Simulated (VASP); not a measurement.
Set up this calculation in VASP 6.6.1, as the native input.

* Task: single point
* Functional: PBE
* Potentials or basis: VASP PAW PBE potentials, release 64 (Ti_sv, Te)
* Cutoff: 520 eV
* k mesh: 12 × 12 × 8
* Occupations: gaussian, width 0.15 eV
* Spin: no spin polarisation
* Dipole correction: no
* Further INCAR settings: ALGO = Normal; EDIFF = 1e-06; NBANDS = 19

The structure of TiTe2 lies in POSCAR:

```
TiTe2
1.0
    3.7770008876      0.0000000000      0.0000000000
   -1.8885004438      3.2709787188      0.0000000000
    0.0000000000      0.0000000000      6.3355500000
Ti Te
1 2
Direct
    0.0000000000      0.0000000000      0.0000000000
    0.6666666667      0.3333333333      0.2628000000
    0.3333333333      0.6666666667      0.7372000000
```

This cell differs from its parent crystal: strain +0.000 along x and y, -0.025 along z.

These files were run (other wordings do the same):

INCAR

```
SYSTEM = TiTe2
  ALGO = Normal
  EDIFF = 1E-6
  ENCUT = 520
  GGA = PE
  ISIF = 2
  ISMEAR = 0
  LASPH = .True.
  LCHARG = .False.
  LREAL = .False.
  LWAVE = .False.
  NBANDS = 19
  NELM = 60
  PREC = Accurate
  SIGMA = 0.15
```

KPOINTS

```
k-points
0
Gamma
  12 12 8
  0 0 0
```

Potentials or basis: VASP PAW PBE potentials, release 64 (Ti_sv, Te).

Launch:

```bash
$ cat potpaw_PBE.64/Ti_sv/POTCAR potpaw_PBE.64/Te/POTCAR > POTCAR
$ mpirun -np 1 vasp_std > vasp.out
```

It gave:

The pressure is 2.8 GPa. The largest force is 0.349 eV/Å. The band gap on the k mesh is zero (bands 12 and 13 overlap by 0.67 eV).

Caveat: the cell differs from its parent crystal (strain +0.000 along x and y, -0.025 along z); spin-orbit coupling is left out, which moves the levels of the heavy elements; this functional lacks dispersion, which binds layers or chains, so the pressure and a relaxed spacing across them are unreliable.

It took 2.6 min on 1 thread of Intel(R) Xeon(R) Platinum 8259CL CPU @ 2.50GHz (Skylake/Cascade Lake), with other jobs on the host, peak memory 0.32 GiB.
